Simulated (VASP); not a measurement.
Set up this calculation in VASP 6.6.1, as the native input.

```
Task                   : single point
Functional             : PBE
Potentials or basis    : VASP PAW PBE potentials, release 64 (Ta_pv)
Cutoff                 : 520 eV
k mesh                 : 20 × 20 × 20
Occupations            : gaussian, width 0.15 eV
Spin                   : no spin polarisation
Dipole correction      : no
Further INCAR settings : ALGO = Normal; EDIFF = 1e-06; NBANDS = 12
```

The structure of Ta lies in POSCAR:

```
Ta
1.0
   -1.4337265222      1.4337265222      2.1788341958
    1.4337265222     -1.4337265222      2.1788341958
    1.4337265222      1.4337265222     -2.1788341958
Ta
1
Direct
    0.0000000000      0.0000000000      0.0000000000
```

These files were run (other wordings do the same):

INCAR

```
SYSTEM = Ta
ALGO     = Normal         ! electronic algorithm
EDIFF    = 1E-6           ! SCF threshold, eV
ENCUT    = 520            ! plane-wave cutoff, eV
GGA      = PE             ! functional
ISIF     = 2              ! what is computed and relaxed
ISMEAR   = 0              ! smearing method
LASPH    = .TRUE.         ! aspherical terms in the spheres
LCHARG   = .FALSE.        ! write CHGCAR
LREAL    = .FALSE.        ! projectors in reciprocal space
LWAVE    = .FALSE.        ! write WAVECAR
NBANDS   = 12             ! bands
NELM     = 100            ! most SCF steps
PREC     = Accurate       ! precision mode
SIGMA    = 0.15           ! smearing width, eV
```

KPOINTS

```
k-points
0
G
  20 20 20
  0 0 0
```

Potentials or basis: VASP PAW PBE potentials, release 64 (Ta_pv).

Launch:

```sh
$ cat potpaw_PBE.64/Ta_pv/POTCAR > POTCAR
$ mpirun -np 1 vasp_std > vasp.out
```

It gave:

```yaml
Pressure: 9.5 GPa
Band_gap_on_the_k_mesh: zero (an odd number of electrons rules out a gap without spin polarisation)
```

Caveat: the cell stands under pressure; spin-orbit coupling is left out, which moves the levels of the heavy elements.

It took 2.8 min on 1 thread of AMD EPYC 7R13, with other jobs on the host, peak memory 0.22 GiB.
